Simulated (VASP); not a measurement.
A run of VASP 6.6.1:

INCAR

```
SYSTEM = Al2Cl
PREC = Accurate
ENCUT = 520
EDIFF = 1E-7
ISMEAR = 0
SIGMA = 0.1
LREAL = .FALSE.
LASPH = .TRUE.
NELM = 100
ALGO = Normal
ISIF = 2
LWAVE = .FALSE.
LCHARG = .FALSE.
GGA = PE
NBANDS = 14
```

The input KPOINTS:

```
Automatic mesh
0
G
  6 6 6
  0 0 0
```

File POSCAR:

```
Al2Cl
1.0
    0.0000000000      3.4602948763      3.4602948763
    3.4602948763      0.0000000000      3.4602948763
    3.4602948763      3.4602948763      0.0000000000
Al Cl
2 1
Direct
    0.2500000000      0.2500000000      0.2500000000
    0.7500000000      0.7500000000      0.7500000000
    0.5000000000      0.5000000000      0.5000000000
```

Potentials or basis: VASP PAW PBE potentials, release 64 (Al, Cl).

The run is started by

```console
$ cat potpaw_PBE.64/Al/POTCAR potpaw_PBE.64/Cl/POTCAR > POTCAR
$ mpirun -np 1 vasp_std > vasp.out
```

Hardware: 1 thread of Intel(R) Xeon(R) 6975P-C (Granite Rapids), with other jobs on the host.

Task: How long does it take, and how much memory?

Result: Run time: 9.1 s on 1 thread of Intel(R) Xeon(R) 6975P-C (Granite Rapids), with other jobs on the host, peak memory 0.2 GiB. Counts: scf iterations 14, k points 16.
